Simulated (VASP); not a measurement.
# Cu (I4/mmm) in VASP: a series of runs, part 2 of 2

VASP 6.6.1.

**3. Single point, PBEsol (strain +0.000 along x and y, +0.040 along z)**

INCAR

```
SYSTEM = Cu
  ALGO = Fast
  EDIFF = 1E-6
  ENCUT = 520
  GGA = PS
  ISIF = 2
  ISMEAR = 0
  LASPH = .TRUE.
  LCHARG = .TRUE.
  LELF = .TRUE.
  LREAL = .FALSE.
  LVHAR = .TRUE.
  LWAVE = .FALSE.
  NBANDS = 12
  NELM = 60
  PREC = Accurate
  SIGMA = 0.15
```

KPOINTS

```
k-points
0
G
  30 30 30
  0 0 0
```

POSCAR

```
Cu
1.0
   -1.4450917219      1.4450917219      1.4144075014
    1.4450917219     -1.4450917219      1.4144075014
    1.4450917219      1.4450917219     -1.4144075014
Cu
1
Direct
    0.0000000000      0.0000000000      0.0000000000
```

Potentials or basis: VASP PAW PBE potentials, release 64 (Cu).

Command:

```sh
$ cat potpaw_PBE.64/Cu/POTCAR > POTCAR
$ mpirun -np 1 vasp_std > vasp.out
```

OUTCAR:

```text
SYSTEM = Cu
   EDIFF = 1E-6
   ENCUT = 520
   GGA = PS
   ISIF = 2
   ISMEAR = 0
   LASPH = .TRUE.
   LREAL = .FALSE.
   NELM = 60
   PREC = Accurate

 ion  position               nearest neighbor table
   1  0.000  0.000  0.000-

  LATTYP: Found a body centered tetragonal cell.
 ALAT       =     2.8901834438
 C/A-ratio  =     0.9787665931

  Lattice vectors:

 A1 = (  -1.4450917219,   1.4450917219,   1.4144075014)
[... 538 lines left out ...]
      9      27.0958      0.00000
     10      29.7934      0.00000
     11      32.1604      0.00000
     12      37.1319      0.00000

 [... further k-points ...]

------------------------ aborting loop because EDIFF is reached ----------------------------------------

  FORCE on cell =-STRESS in cart. coord.  units (eV):
  Direction    XX          YY          ZZ          XY          YZ          ZX
  --------------------------------------------------------------------------------------
  -------------------------------------------------------------------------------------
  Total       -0.3840124     -0.3840124     -0.4026605      0.0000000      0.0000000      0.0000000
  in kB      -52.0751356    -52.0751356    -54.6039749      0.0000000      0.0000000      0.0000000
  external PRESSURE =     -52.9180821 kB  Pullay stress =       0.0000000 kB

 VOLUME and BASIS-vectors are now :
 -----------------------------------------------------------------------------
  energy-cutoff  :      520.00
  volume of cell :       11.81
      direct lattice vectors                 reciprocal lattice vectors
    -1.445091722  1.445091722  1.414407501     0.000000000  0.345998799  0.353504912
     1.445091722 -1.445091722  1.414407501     0.345998799  0.000000000  0.353504912
     1.445091722  1.445091722 -1.414407501     0.345998799  0.345998799  0.000000000

 POSITION                                       TOTAL-FORCE (eV/Angst)
 -----------------------------------------------------------------------------------
      0.00000      0.00000      0.00000         0.000000      0.000000     -0.000000
 -----------------------------------------------------------------------------------
    total drift:                                0.000000      0.000000      0.000000

  FREE ENERGIE OF THE ION-ELECTRON SYSTEM (eV)
  ---------------------------------------------------
  free  energy   TOTEN  =        -4.2656264835 eV

  energy  without entropy=       -4.2615252406  energy(sigma->0) =       -4.26357586
```

stdout:

```text
POSCAR found type information on POSCAR Cu
 POSCAR found :  1 types and       1 ions
 scaLAPACK will be used
 -----------------------------------------------------------------------------
|                                                                             |
|                                                                             |
|     You enforced a specific xc type in the INCAR file but a different       |
|     I HOPE YOU KNOW WHAT YOU ARE DOING!                                     |
|                                                                             |
 -----------------------------------------------------------------------------

 LDA part: xc-table for (Slater+PW92), standard interpolation
 POSCAR, INCAR and KPOINTS ok, starting setup
 FFT: planning ... GRIDC
 FFT: planning ... GRID_SOFT
 FFT: planning ... GRID
 WAVECAR not read
 entering main loop
WARNING in EDDRMM: call to ZHEGV failed, returncode =   6  3     11
WARNING in EDDRMM: call to ZHEGV failed, returncode =   6  3     10
WARNING in EDDRMM: call to ZHEGV failed, returncode =   6  3     10
WARNING in EDDRMM: call to ZHEGV failed, returncode =   8  4     12
WARNING in EDDRMM: call to ZHEGV failed, returncode =   6  3      9
WARNING in EDDRMM: call to ZHEGV failed, returncode =   6  3      9
WARNING in EDDRMM: call to ZHEGV failed, returncode =   6  3     10
WARNING in EDDRMM: call to ZHEGV failed, returncode =   6  3     10
WARNING in EDDRMM: call to ZHEGV failed, returncode =   6  3     10
WARNING in EDDRMM: call to ZHEGV failed, returncode =   6  3     10
WARNING in EDDRMM: call to ZHEGV failed, returncode =   6  3     10
```

Run time: 5 min. Hardware: 1 thread of Intel Xeon 8259CL, shared host; peak memory 0.37 GiB.

What came out:

```yaml
Free_energy: -4.2656 eV
Pressure: -5.3 GPa
Band_gap_on_the_k_mesh: zero (an odd number of electrons rules out a gap without spin polarisation)
```

Levels at points of the mesh, in eV from the Fermi level:
```tsv
k point	band 2	band 3	band 4	band 5	band 6	band 7	band 8	band 9	band 10	band 11
(0.00, 0.00, 0.00)	-3.15	-3.06	-3.06	-2.12	-2.03	24.86	24.86	25.38	28.25	28.25
(0.50, 0.00, 0.00)	-3.84	-2.10	-1.94	-1.34	-0.56	4.41	17.29	17.29	21.16	24.08
(0.50, 0.50, 0.00)	-3.73	-2.18	-1.99	-1.35	-0.72	4.18	17.85	17.92	21.67	24.57
(0.50, 0.50, 0.50)	-4.61	-1.52	-1.52	-1.50	7.89	7.89	8.70	13.38	13.73	15.94
```

Caveat: the cell differs from its parent crystal (strain +0.000 along x and y, +0.040 along z); the cell stands under tension; the PAW data sets were made with another functional, which shifts forces and pressure a little.

**4. Single point, PBEsol (strain +0.000 along x and y, +0.080 along z)**

INCAR

```
ALGO = Fast
EDIFF = 1E-6
ENCUT = 520
GGA = PS
ISIF = 2
ISMEAR = 0
LASPH = T
LCHARG = T
LELF = T
LREAL = F
LVHAR = T
LWAVE = F
NBANDS = 12
NELM = 100
PREC = Accurate
SIGMA = 0.15
```

KPOINTS

```
k-points
0
Gamma
  30 30 30
```

POSCAR

```
Cu
1.0
   -1.4450917219      1.4450917219      1.4688077899
    1.4450917219     -1.4450917219      1.4688077899
    1.4450917219      1.4450917219     -1.4688077899
Cu
1
Direct
    0.0000000000      0.0000000000      0.0000000000
```

Command:

```sh
$ cat potpaw_PBE.64/Cu/POTCAR > POTCAR
$ mpirun -np 1 vasp_std > vasp.out
```

It took 6.1 min on 1 thread of Intel Xeon 8259CL, shared host; peak memory 0.39 GiB.

Results (log left out):

* Free energy: -4.2443 eV
* Pressure: -9.8 GPa
* Band gap on the k mesh: zero (an odd number of electrons rules out a gap without spin polarisation)

Stress tensor (GPa, compression positive):
```
-9.92  0.00  0.00
 0.00 -9.92  0.00
 0.00  0.00 -9.69
```

Levels at points of the mesh, in eV from the Fermi level:
```csv
k point,band 3,band 4,band 5,band 6,band 7,band 8,band 9,band 10
"(0.00, 0.00, 0.00)",-2.99,-2.93,-2.04,-1.98,24.46,24.78,24.78,27.27
"(0.50, 0.00, 0.00)",-2.08,-1.91,-1.32,-0.55,4.08,17.19,17.31,21.00
"(0.50, 0.50, 0.00)",-2.01,-1.89,-1.31,-0.43,4.25,16.74,16.89,20.62
"(0.50, 0.50, 0.50)",-1.49,-1.48,-1.48,7.61,8.19,8.19,13.12,13.47
```

Caveat: the cell differs from its parent crystal (strain +0.000 along x and y, +0.080 along z); the cell stands under tension; the PAW data sets were made with another functional, which shifts forces and pressure a little.

**5. Summary**

```tsv
cell	gap on the mesh (eV)	pressure (GPa)
a = 2.451 Å, angles 111.0, 111.0, 106.4°, 1 atom	none	1.7
a = 2.485 Å, angles 108.9, 108.9, 110.6°, 1 atom	none	-5.3
a = 2.517 Å, angles 109.9, 109.9, 108.6°, 1 atom	none	-9.8
```

Alike in all rows: task single point; level PBEsol; potentials or basis VASP PAW PBE potentials, release 64 (Cu); no spin polarisation; k mesh 30 × 30 × 30; cutoff (eV) 520; smearing gaussian 0.15 eV.

Caveats: the PAW data sets were made with another functional, which shifts forces and pressure a little; the cell stands under tension (at least some runs).

Absolute energies hang on the potentials; compare differences alone.
